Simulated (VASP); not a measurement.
Set up this calculation in VASP 6.6.1, as the native input.

| Item | Value |
| --- | --- |
| Task | single point |
| Functional | PBE |
| Potentials or basis | VASP PAW PBE potentials, release 64 (Hg, Te) |
| Cutoff | 520 eV |
| k mesh | 8 × 8 × 5 |
| Occupations | fermi-dirac, width 0.05 eV |
| Spin | no spin polarisation |
| Dipole correction | no |
| Further INCAR settings | ALGO = Normal; EDIFF = 1e-07; NBANDS = 26 |

The structure of HgTe (wurtzite type) lies in POSCAR:

```
HgTe
1.0
    4.4921679266      0.0000000000      0.0000000000
   -2.2460839633      3.8903315425      0.0000000000
    0.0000000000      0.0000000000      7.4131686165
Hg Te
2 2
Direct
    0.3333333333      0.6666666667      0.0016968544
    0.6666666667      0.3333333333      0.5016968544
    0.3333333333      0.6666666667      0.3743031456
    0.6666666667      0.3333333333      0.8743031456
```

These files were run (other wordings do the same):

INCAR

```
SYSTEM = HgTe
PREC     = Accurate       ! precision mode
ENCUT    = 520            ! plane-wave cutoff, eV
EDIFF    = 1E-7           ! SCF threshold, eV
ISMEAR   = -1             ! smearing method
SIGMA    = 0.05           ! smearing width, eV
LREAL    = .False.        ! projectors in reciprocal space
LASPH    = .True.         ! aspherical terms in the spheres
NELM     = 60             ! most SCF steps
ALGO     = Normal         ! electronic algorithm
ISIF     = 2              ! what is computed and relaxed
LWAVE    = .False.        ! write WAVECAR
LCHARG   = .False.        ! write CHGCAR
GGA      = PE             ! functional
NBANDS   = 26             ! bands
```

KPOINTS

```
regular mesh
0
Gamma
  8 8 5
  0 0 0
```

Potentials or basis: VASP PAW PBE potentials, release 64 (Hg, Te).

Run with:

```sh
$ cat potpaw_PBE.64/Hg/POTCAR potpaw_PBE.64/Te/POTCAR > POTCAR
$ mpirun -np 1 vasp_std > vasp.out
```

It gave:

```
Pressure               : 6.2 GPa
Band gap on the k mesh : zero (filled and empty bands touch)
```

Caveat: spin-orbit coupling is left out, which moves the levels of the heavy elements.

Wall time 54 s on 1 thread of Intel(R) Xeon(R) 6975P-C (Granite Rapids) (shared host), peak memory 0.3 GiB.
